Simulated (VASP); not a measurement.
Input of a VASP 6.6.1 run:

File INCAR:

```
  PREC = Accurate
  ENCUT = 520
  EDIFF = 1E-6
  ISMEAR = -1
  SIGMA = 0.1
  LREAL = F
  LASPH = T
  NELM = 80
  ALGO = Normal
  ISIF = 2
  LWAVE = F
  LCHARG = F
  GGA = B5
  ALDAX = 1.0
  AGGAX = 1.0
  AGGAC = 1.0
  ALDAC = 0.0
  NBANDS = 28
```

KPOINTS

```
Automatic mesh
0
Gamma
  9 9 3
```

File POSCAR:

```
Ba
1.0
    4.7382686035      0.0000000000      0.0000000000
   -2.3691343018      4.1034609806      0.0000000000
    0.0000000000      0.0000000000     15.4657876756
Ba
4
Direct
    0.0000000000      1.0000000000      1.0000000000
    0.0000000000      1.0000000000      0.5000000000
    0.3333333333      0.6666666667      0.2500000000
    0.6666666667      0.3333333333      0.7500000000
```

Potentials or basis: VASP PAW PBE potentials, release 64 (Ba_sv).

The run is started by

```sh
$ cat potpaw_PBE.64/Ba_sv/POTCAR > POTCAR
$ mpirun -np 1 vasp_std > vasp.out
```

(1) Estimate the band gap on the k mesh.

(2) Estimate the pressure.

## Answers

(1) zero (bands 20 and 21 overlap by 0.06 eV).

(2) -0.7 GPa.

Caveat: the PAW data sets were made with another functional, which shifts forces and pressure a little; spin-orbit coupling is left out, which moves the levels of the heavy elements.
